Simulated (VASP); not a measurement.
# Li (Im-3m) in VASP: notebook

Runs on Li. Level: r2SCAN. Tasks: single point.

Everything below comes from runs of VASP 6.6.1. Logs are shortened: lines on timing, memory, paths and dates and some standing lists are left out, and cuts for length are marked.

### Step 1. The cell of the first run

Symmetry: Im-3m, No. 229, cubic system. Conventional cell: a = 3.500 Å, b = 3.500 Å, c = 3.500 Å, α = 90.00°, β = 90.00°, γ = 90.00°. Li (site symmetry m-3m) has 14 Li at 3.03 to 3.50 Å within 4.0 Å.

### Step 2. Single point, r2SCAN

Contents of POSCAR:

```
Li
1.0
   -1.7500000000      1.7500000000      1.7500000000
    1.7500000000     -1.7500000000      1.7500000000
    1.7500000000      1.7500000000     -1.7500000000
Li
1
Direct
    0.0000000000      0.0000000000      0.0000000000
```

Contents of INCAR.step1:

```
PREC = Accurate
ENCUT = 520
ISMEAR = 0
SIGMA = 0.15
LREAL = False
LASPH = True
NELM = 100
NBANDS = 8
GGA = PE
ALGO = Normal
EDIFF = 1E-4
LWAVE = True
LCHARG = False
```

Contents of INCAR.step2:

```
PREC = Accurate
ENCUT = 520
EDIFF = 1E-6
ISMEAR = 0
SIGMA = 0.15
LREAL = False
LASPH = True
NELM = 100
ALGO = Normal
ISIF = 2
LWAVE = False
LCHARG = True
METAGGA = R2SCAN
LMIXTAU = True
LELF = True
LVHAR = True
NBANDS = 8
ISTART = 1
```

Contents of KPOINTS:

```
regular mesh
0
Gamma
  20 20 20
```

Potentials or basis: VASP PAW PBE potentials, release 64 (Li_sv).

Started as:

```console
> cat potpaw_PBE.64/Li_sv/POTCAR > POTCAR
> cp INCAR.step1 INCAR
> mpirun -np 1 vasp_std > vasp.out
> cp INCAR.step2 INCAR
> mpirun -np 1 vasp_std > vasp.out
```

OUTCAR:

```text
PREC = Accurate
   ENCUT = 520
   EDIFF = 1E-6
   ISMEAR = 0
   LREAL = False
   LASPH = True
   NELM = 100
   ISIF = 2
   METAGGA = R2SCAN
   ISTART = 1

 ion  position               nearest neighbor table
   1  0.000  0.000  0.000-

  LATTYP: Found a body centered cubic cell.
 ALAT       =     3.5000000000

  Lattice vectors:

 A1 = (  -1.7500000000,   1.7500000000,   1.7500000000)
 A2 = (   1.7500000000,  -1.7500000000,   1.7500000000)
 A3 = (   1.7500000000,   1.7500000000,  -1.7500000000)

Analysis of symmetry for initial positions (statically):
=====================================================================
 Subroutine PRICEL returns:
 Original cell was already a primitive cell.

 Routine SETGRP: Setting up the symmetry group for a
 body centered cubic supercell.

 Subroutine GETGRP returns: Found 48 space group operations
 (whereof 48 operations were pure point group operations)
 out of a pool of 48 trial point group operations.

The static configuration has the point symmetry O_h .

Analysis of symmetry for dynamics (positions and initial velocities):
=====================================================================
 Subroutine PRICEL returns:
 Original cell was already a primitive cell.

 Routine SETGRP: Setting up the symmetry group for a
 body centered cubic supercell.

 Subroutine GETGRP returns: Found 48 space group operations
 (whereof 48 operations were pure point group operations)
 out of a pool of 48 trial point group operations.

The dynamic configuration has the point symmetry O_h .

 Subroutine INISYM returns: Found 48 space group operations
 (whereof 48 operations are pure point group operations),
 and found     1 'primitive' translations

----------------------------------------------------------------------------------------

                                     Primitive cell

  volume of cell :      21.4375

  direct lattice vectors                    reciprocal lattice vectors
    -1.750000000  1.750000000  1.750000000     0.000000000  0.285714286  0.285714286
     1.750000000 -1.750000000  1.750000000     0.285714286  0.000000000  0.285714286
     1.750000000  1.750000000 -1.750000000     0.285714286  0.285714286  0.000000000

  length of vectors
     3.031088913  3.031088913  3.031088913     0.404061018  0.404061018  0.404061018

  position of ions in fractional coordinates (direct lattice)
     0.000000000  0.000000000  0.000000000

  ion indices of the primitive-cell ions
   primitive index   ion index
                 1           1

----------------------------------------------------------------------------------------

 KPOINTS: regular mesh

Automatic generation of k-mesh.
 Grid dimensions read from file:
 generate k-points for:   20   20   20

 Generating k-lattice:

  Cartesian coordinates                     Fractional coordinates (reciprocal lattice)
     0.000000000  0.014285714  0.014285714     0.050000000  0.000000000  0.000000000
     0.014285714  0.000000000  0.014285714     0.000000000  0.050000000  0.000000000
     0.014285714  0.014285714  0.000000000     0.000000000  0.000000000  0.050000000

  Length of vectors
     0.020203051  0.020203051  0.020203051

  Shift w.r.t. Gamma in fractional coordinates (k-lattice)
     0.000000000  0.000000000  0.000000000

 Subroutine IBZKPT returns following result:
 ===========================================

 Found    256 irreducible k-points:

 Following reciprocal coordinates:
            Coordinates               Weight
  0.000000  0.000000  0.000000      1.000000
  0.050000  0.000000  0.000000     12.000000
  0.100000  0.000000  0.000000     12.000000
  0.150000  0.000000  0.000000     12.000000
  0.200000  0.000000  0.000000     12.000000
  0.250000  0.000000  0.000000     12.000000
[... 16 lines left out ...]
  0.200000  0.100000  0.000000     48.000000
  0.250000  0.100000  0.000000     48.000000
 [... further k-points ...]
   k-points           NKPTS =    256   k-points in BZ     NKDIM =    256   number of bands    NBANDS=      8
   number of dos      NEDOS =    301   number of ions     NIONS =      1
   total plane-waves  NPLWV =  13824
   dimension x,y,z NGX =    24 NGY =   24 NGZ =   24
   dimension x,y,z NGXF=    48 NGYF=   48 NGZF=   48
   ions per type =               1
   NGX,Y,Z   is equivalent  to a cutoff of  13.16, 13.16, 13.16 a.u.
   NGXF,Y,Z  is equivalent  to a cutoff of  26.33, 26.33, 26.33 a.u.
 SYSTEM =  unknown system
   PREC   = accura    normal or accurate (medium, high low for compatibility)
   ISTART =      1    job   : 0-new  1-cont  2-samecut
   ICHARG =      0    charge: 1-file 2-atom 10-const
   ISPIN  =      1    spin polarized calculation?
   LNONCOLLINEAR =      F non collinear calculations
   LSORBIT =      F    spin-orbit coupling
   LASPH  =      T    aspherical Exc in radial PAW
   ENCUT  =  520.0 eV  38.22 Ry    6.18 a.u.   5.64  5.64  5.64*2*pi/ulx,y,z
   NELM   =    100;   NELMIN=  2; NELMDL=  0     # of ELM steps
   EDIFF  = 0.1E-05   stopping-criterion for ELM
   LREAL  =      F    real-space projection
   EDIFFG = 0.1E-04   stopping-criterion for IOM
   NSW    =      0    number of steps for IOM
   IBRION =     -1    ionic relax: 0-MD 1-quasi-New 2-CG
   NFREE  =      0    steps in history (QN), initial steepest desc. (CG)
   ISIF   =      2    stress and relaxation
   ISYM   =      2    0-nonsym 1-usesym 2-fastsym
   POTIM  = 0.5000    time-step for ionic-motion
   TEBEG  =    0.0;   TEEND  =   0.0 temperature during run
   PSTRESS=    0.0 pullay stress
   NELECT =       3.0000    total number of electrons
   NUPDOWN=      -1.0000    fix difference up-down
   EMIN   =  10.00;   EMAX   =-10.00  energy-range for DOS
   EFERMI =   0.00;   METHOD = LEGACY
   ISMEAR =     0;   SIGMA  =   0.15  broadening in eV -4-tet -1-fermi 0-gaus
   EFERMI_NEDOS =   21; number of points for ismear=-14 and -15
   IALGO  =     38    algorithm
   IMIX   =      4    mixing-type and parameters
     AMIX     =   0.40;   BMIX     =  1.00
     AMIX_MAG =   1.60;   BMIX_MAG =  1.00
  volume/ion in A,a.u.               =      21.44       144.67
  Fermi-wavevector in a.u.,A,eV,Ry     =   0.849944  1.606162  9.828924  0.722406
  Thomas-Fermi vector in A             =   1.965845
   LORBIT       =      0    0 simple, 1 ext, 2 COOP (PROOUT), +10 PAW based schemes
   METAGGA = R2SCAN    functional components
   LHFCALC =     F    Hartree Fock is set to
   AEXX    =    0.0000 exact exchange contribution
   IVDW    =     0    specifies the selected vdW correction
   LEPSILON=     F    determine dielectric tensor
   LRPA    =     F    only Hartree local field effects (RPA)
 non-spin polarized calculation
 Gauss-broadening in eV      SIGMA  =   0.15
  energy-cutoff  :      520.00
  volume of cell :       21.44
 maximum number of plane-waves:       603
   NGX = 11   NGY = 11   NGZ = 11

 number of electron       2.9999990 magnetization

 Free energy of the ion-electron system (eV)
  ---------------------------------------------------
  ext. energy  EPLUGINS =         0.00000000
  ---------------------------------------------------
  free energy    TOTEN  =        -2.38418235 eV

  energy without entropy =       -2.37910280  energy(sigma->0) =       -2.38164257

 E-fermi :   0.5109     XC(G=0):  -7.3022

 val. band max:        0.4907792299   @ k =   0.3000   0.2000   0.0000
 cond. band min:       0.5120528317   @ k =  -0.3500   0.3500   0.2500
 fundamental gap:      0.0212736018
 Fermi energy:         0.5108989979

 k-point     1 :       0.0000    0.0000    0.0000
  band No.  band energies     occupation
      1     -47.7335      2.00000
      2      -3.2730      2.00000
      3      16.2186      0.00000
      4      16.2195      0.00000
      5      16.2195      0.00000
      6      20.3189      0.00000
      7      20.3189      0.00000
      8      20.3190      0.00000

 k-point     2 :       0.0500    0.0000    0.0000
  band No.  band energies     occupation
      1     -47.7330      2.00000
      2      -3.2223      2.00000
      3      15.8176      0.00000
      4      15.9099      0.00000
      5      16.1179      0.00000
      6      19.6044      0.00000
      7      19.6338      0.00000
      8      20.7573      0.00000

 k-point     3 :       0.1000    0.0000    0.0000
  band No.  band energies     occupation
      1     -47.7318      2.00000
      2      -3.0716      2.00000
      3      14.6467      0.00000
      4      15.2243      0.00000
      5      15.8225      0.00000
      6      18.6105      0.00000
      7      18.6899      0.00000
      8      20.4949      0.00000

 k-point     4 :       0.1500    0.0000    0.0000
  band No.  band energies     occupation
      1     -47.7300      2.00000
      2      -2.8203      2.00000
      3      13.0253      0.00000
      4      14.4549      0.00000
      5      15.3812      0.00000
      6      17.6542      0.00000
      7      18.2286      0.00000
      8      20.4113      0.00000

 k-point     5 :       0.2000    0.0000    0.0000
  band No.  band energies     occupation
      1     -47.7276      2.00000
      2      -2.4685      2.00000
      3      11.2927      0.00000
      4      13.7254      0.00000
      5      14.8740      0.00000
      6      16.8119      0.00000
      7      18.0232      0.00000
      8      20.6031      0.00000

 k-point     6 :       0.2500    0.0000    0.0000
  band No.  band energies     occupation
      1     -47.7252      2.00000
      2      -2.0181      2.00000
      3       9.5985      0.00000
      4      13.0811      0.00000
      5      14.3700      0.00000
      6      16.0943      0.00000
      7      17.9604      0.00000
      8      21.0112      0.00000

 k-point     7 :       0.3000    0.0000    0.0000
  band No.  band energies     occupation
      1     -47.7226      2.00000
      2      -1.4721      2.00000
      3       8.0051      0.00000
      4      12.5422      0.00000
      5      13.9203      0.00000
      6      15.5050      0.00000
      7      17.9931      0.00000
      8      21.5918      0.00000
[... 133 lines left out ...]
 k-point    20 :       0.4500    0.0500    0.0000
  band No.  band energies     occupation
      1     -47.7169      2.00000
      2       0.7417      0.02954
      3       3.9729      0.00000
      4      11.3183      0.00000
      5      12.4780      0.00000
      6      15.3227      0.00000
      7      18.4221      0.00000
      8      24.1651      0.00000

 k-point    21 :       0.1000    0.1000    0.0000
  band No.  band energies     occupation
      1     -47.7289      2.00000
      2      -2.6692      2.00000
      3      12.9093      0.00000
      4      13.2362      0.00000
      5      14.6549      0.00000
      6      18.1368      0.00000
      7      18.3407      0.00000
      8      20.4536      0.00000

 k-point    22 :       0.1500    0.1000    0.0000
  band No.  band energies     occupation
      1     -47.7268      2.00000
      2      -2.3171      2.00000
      3      11.3051      0.00000
      4      12.4521      0.00000
      5      14.0402      0.00000
      6      17.9844      0.00000
      7      18.2001      0.00000
      8      20.7006      0.00000

 k-point    23 :       0.2000    0.1000    0.0000
  band No.  band energies     occupation
      1     -47.7244      2.00000
      2      -1.8655      2.00000
      3       9.6413      0.00000
      4      11.8273      0.00000
      5      13.4759      0.00000
      6      17.6991      0.00000
      7      18.1683      0.00000
      8      21.0798      0.00000

 k-point    24 :       0.2500    0.1000    0.0000
  band No.  band energies     occupation
      1     -47.7219      2.00000
      2      -1.3178      2.00000
      3       8.0615      0.00000
      4      11.3100      0.00000
      5      12.9892      0.00000
      6      17.3384      0.00000
      7      18.2744      0.00000
      8      21.5815      0.00000

 [... further k-points ...]

------------------------ aborting loop because EDIFF is reached ----------------------------------------

  FORCE on cell =-STRESS in cart. coord.  units (eV):
  Direction    XX          YY          ZZ          XY          YZ          ZX
  --------------------------------------------------------------------------------------
  -------------------------------------------------------------------------------------
  Total       -0.0610915     -0.0610915     -0.0610915      0.0000000      0.0000000      0.0000000
  in kB       -4.5658042     -4.5658042     -4.5658042      0.0000000      0.0000000      0.0000000
  external PRESSURE =      -4.5658042 kB  Pullay stress =       0.0000000 kB

 VOLUME and BASIS-vectors are now :
 -----------------------------------------------------------------------------
  energy-cutoff  :      520.00
  volume of cell :       21.44
      direct lattice vectors                 reciprocal lattice vectors
    -1.750000000  1.750000000  1.750000000     0.000000000  0.285714286  0.285714286
     1.750000000 -1.750000000  1.750000000     0.285714286  0.000000000  0.285714286
     1.750000000  1.750000000 -1.750000000     0.285714286  0.285714286  0.000000000

 POSITION                                       TOTAL-FORCE (eV/Angst)
 -----------------------------------------------------------------------------------
      0.00000      0.00000      0.00000        -0.000000      0.000000     -0.000000
 -----------------------------------------------------------------------------------
    total drift:                               -0.000000      0.000000     -0.000000

  FREE ENERGIE OF THE ION-ELECTRON SYSTEM (eV)
  ---------------------------------------------------
  free  energy   TOTEN  =        -2.3841823487 eV

  energy  without entropy=       -2.3791027955  energy(sigma->0) =       -2.38164257
```

Wall time 3.1 min (1 thread of Intel Xeon 8259CL, shared host); peak memory 0.16 GiB.

Results:

```yaml
Free_energy: -2.3842 eV
Band_gap_on_the_k_mesh: zero (an odd number of electrons rules out a gap without spin polarisation)
```

Caveat: the cutoff is under 1.25 times the usual one of these potentials, so pressure, stress and relaxed cells hold a basis-set (Pulay) error; the PAW data sets were made with another functional, which shifts forces and pressure a little.

### Step 3. Single point, r2SCAN

POSCAR is that of step 2.

INCAR.step1, as its differences from that of step 2:

```diff
@@ -6,3 +6,3 @@
 LASPH = True
-NELM = 100
+NELM = 80
 NBANDS = 8
```

Contents of INCAR.step2:

```
PREC = Accurate
ENCUT = 520
EDIFF = 1E-7
ISMEAR = 0
SIGMA = 0.15
LREAL = False
LASPH = True
NELM = 80
ALGO = Normal
ISIF = 2
LWAVE = False
LCHARG = False
METAGGA = R2SCAN
LMIXTAU = True
NBANDS = 8
ISTART = 1
```

Contents of KPOINTS:

```
Automatic mesh
0
Gamma
  22 22 22
```

Potentials or basis: VASP PAW PBE potentials, release 64 (Li_sv).

Started as:

```console
> cat potpaw_PBE.64/Li_sv/POTCAR > POTCAR
> cp INCAR.step1 INCAR
> mpirun -np 1 vasp_std > vasp.out
> cp INCAR.step2 INCAR
> mpirun -np 1 vasp_std > vasp.out
```

OUTCAR:

```text
PREC = Accurate
   ENCUT = 520
   EDIFF = 1E-7
   ISMEAR = 0
   LREAL = False
   LASPH = True
   NELM = 80
   ISIF = 2
   METAGGA = R2SCAN
   ISTART = 1

 ion  position               nearest neighbor table
   1  0.000  0.000  0.000-

  LATTYP: Found a body centered cubic cell.
 ALAT       =     3.5000000000

  Lattice vectors:

 A1 = (  -1.7500000000,   1.7500000000,   1.7500000000)
 A2 = (   1.7500000000,  -1.7500000000,   1.7500000000)
[... 443 lines left out ...]
      8      20.5700      0.00000

 [... further k-points ...]

------------------------ aborting loop because EDIFF is reached ----------------------------------------

  FORCE on cell =-STRESS in cart. coord.  units (eV):
  Direction    XX          YY          ZZ          XY          YZ          ZX
  --------------------------------------------------------------------------------------
  -------------------------------------------------------------------------------------
  Total       -0.0609498     -0.0609498     -0.0609498      0.0000000     -0.0000000      0.0000000
  in kB       -4.5552170     -4.5552170     -4.5552170      0.0000000     -0.0000000      0.0000000
  external PRESSURE =      -4.5552170 kB  Pullay stress =       0.0000000 kB

 VOLUME and BASIS-vectors are now :
 -----------------------------------------------------------------------------
  energy-cutoff  :      520.00
  volume of cell :       21.44
      direct lattice vectors                 reciprocal lattice vectors
    -1.750000000  1.750000000  1.750000000     0.000000000  0.285714286  0.285714286
     1.750000000 -1.750000000  1.750000000     0.285714286  0.000000000  0.285714286
     1.750000000  1.750000000 -1.750000000     0.285714286  0.285714286  0.000000000

 POSITION                                       TOTAL-FORCE (eV/Angst)
 -----------------------------------------------------------------------------------
      0.00000      0.00000      0.00000        -0.000000      0.000000      0.000000
 -----------------------------------------------------------------------------------
    total drift:                                0.000000      0.000000     -0.000000

  FREE ENERGIE OF THE ION-ELECTRON SYSTEM (eV)
  ---------------------------------------------------
  free  energy   TOTEN  =        -2.3841857060 eV

  energy  without entropy=       -2.3792831694  energy(sigma->0) =       -2.38173444
```

OUTCAR.step1:

```text
PREC = Accurate
   ENCUT = 520
   ISMEAR = 0
   LREAL = False
   LASPH = True
   NELM = 80
[... 478 lines left out ...]

 POSITION                                       TOTAL-FORCE (eV/Angst)
 -----------------------------------------------------------------------------------
      0.00000      0.00000      0.00000         0.000000      0.000000     -0.000000
 -----------------------------------------------------------------------------------
    total drift:                                0.000000      0.000000     -0.000000

  FREE ENERGIE OF THE ION-ELECTRON SYSTEM (eV)
  ---------------------------------------------------
  free  energy   TOTEN  =        -1.9050310828 eV

  energy  without entropy=       -1.8997377536  energy(sigma->0) =       -1.90238442
```

OSZICAR.step1:

```text
N       E                     dE             d eps       ncg     rms          rms(c)
DAV:   1    -0.970104361319E-01   -0.97010E-01   -0.70558E+02  5344   0.259E+02
DAV:   2    -0.188388998354E+01   -0.17869E+01   -0.17354E+01  7656   0.348E+01
DAV:   3    -0.190635071413E+01   -0.22461E-01   -0.22442E-01  5816   0.314E+00
DAV:   4    -0.190675127342E+01   -0.40056E-03   -0.40055E-03  8000   0.341E-01
DAV:   5    -0.190675309540E+01   -0.18220E-05   -0.18220E-05  5872   0.159E-02    0.245E-01
DAV:   6    -0.190560302705E+01    0.11501E-02   -0.27806E-04  8536   0.688E-02    0.139E-01
DAV:   7    -0.190503164778E+01    0.57138E-03   -0.64895E-04  8432   0.101E-01    0.269E-02
DAV:   8    -0.190503108280E+01    0.56498E-06   -0.56932E-06  2872   0.186E-02
   1 F= -.19050311E+01 E0= -.19023844E+01  d E =-.529333E-02
```

Wall time 3.6 min (1 thread of Intel Xeon 8259CL, shared host); peak memory 0.17 GiB.

Results:

```
Free energy            : -2.3842 eV
Band gap on the k mesh : zero (an odd number of electrons rules out a gap without spin polarisation)
```

Levels at points of the mesh, in eV from the Fermi level:
| k point | band 1 | band 2 | band 3 | band 4 | band 5 |
| --- | --- | --- | --- | --- | --- |
| (0.00, 0.00, 0.00) | -48.24 | -3.78 | 15.71 | 15.71 | 15.71 |
| (0.50, 0.00, 0.00) | -48.23 | 0.27 | 3.34 | 11.06 | 12.55 |
| (0.50, 0.50, 0.50) | -48.22 | 5.85 | 5.85 | 5.85 | 7.93 |

Caveat: the cutoff is under 1.25 times the usual one of these potentials, so pressure, stress and relaxed cells hold a basis-set (Pulay) error; the PAW data sets were made with another functional, which shifts forces and pressure a little.
